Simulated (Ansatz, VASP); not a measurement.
AlN in VASP and in Ansatz

INCAR

```
SYSTEM = AlN
PREC     = Accurate       ! precision mode
ENCUT    = 520            ! plane-wave cutoff, eV
EDIFF    = 1E-6           ! SCF threshold, eV
ISMEAR   = 0              ! smearing method
SIGMA    = 0.05           ! smearing width, eV
LREAL    = .False.        ! projectors in reciprocal space
LASPH    = .True.         ! aspherical terms in the spheres
NELM     = 80             ! most SCF steps
ALGO     = Normal         ! electronic algorithm
ISIF     = 2              ! what is computed and relaxed
LWAVE    = .False.        ! write WAVECAR
LCHARG   = .False.        ! write CHGCAR
GGA      = PS             ! functional
NBANDS   = 11             ! bands
```

Contents of KPOINTS:

```
Automatic mesh
0
Gamma
  10 10 10
  0 0 0
```

Contents of POSCAR:

```
AlN
1.0
    0.0000000000      2.1886566781      2.1886566781
    2.1886566781      0.0000000000      2.1886566781
    2.1886566781      2.1886566781      0.0000000000
Al N
1 1
Direct
    0.0000000000      0.0180266228      0.0000000000
    0.7500000000      0.7152755040      0.7500000000
```

Input for Ansatz:

```yaml
crystal:
  lattice:
    - [0.0, 2.1886566781, 2.1886566781]
    - [2.1886566781, 0.0, 2.1886566781]
    - [2.1886566781, 2.1886566781, 0.0]
  atoms:
    - { symbol: Al, position: [0.0, 0.0180266228, 0.0] }
    - { symbol: "N", position: [0.75, 0.715275504, 0.75] }
basis:
  ecutwfc: 520.0
kpoints:
  mp_grid: { grid: [10, 10, 10] }
hamiltonian:
  xc: pbesol
  pseudopotentials: { kind: paw, azcp: { folder: soft_1 } }
scf:
  occupations: { method: gaussian, width: 0.05 }
output:
  forces: true
  stress: true
  eigenvalues: true
```

Change from the starting cell: mode 4 frozen in at -0.076 Å and mode 5 at -0.076 Å (largest displacements).

Alike in both runs: task single point; functional PBEsol; k mesh 10 × 10 × 10; occupations gaussian, width 0.05 eV; no spin polarisation.

|  | VASP | Ansatz |
| --- | --- | --- |
| version | VASP 6.6.1 | Ansatz 0.2.0 |
| potentials or method | VASP PAW PBE potentials, release 64 (Al, N), cutoff 520 eV | scalar-relativistic, plane waves, PAW |
| valence electrons in the cell | 8 | 8 |

```csv
,VASP,Ansatz,Ansatz less VASP
gap on the k mesh at the Fermi level (eV),2.76,2.77,+0.008
least direct gap on the mesh (eV),3.62,3.60,-0.016
pressure (GPa),3.4,3.3,-0.07
"traceless stress, the component that is largest in VASP (GPa)",-8.64,-8.50,+0.136
rms of the force components (eV/Å),1.500,1.487,-0.0124
```

VASP's potentials were made for PBE, not for PBEsol, and Ansatz warns of the same on its side. Atom by atom the forces differ by 0.012 eV/Å (rms over components). With one functional, cell and mesh, what is left measures potentials, basis and numerics.
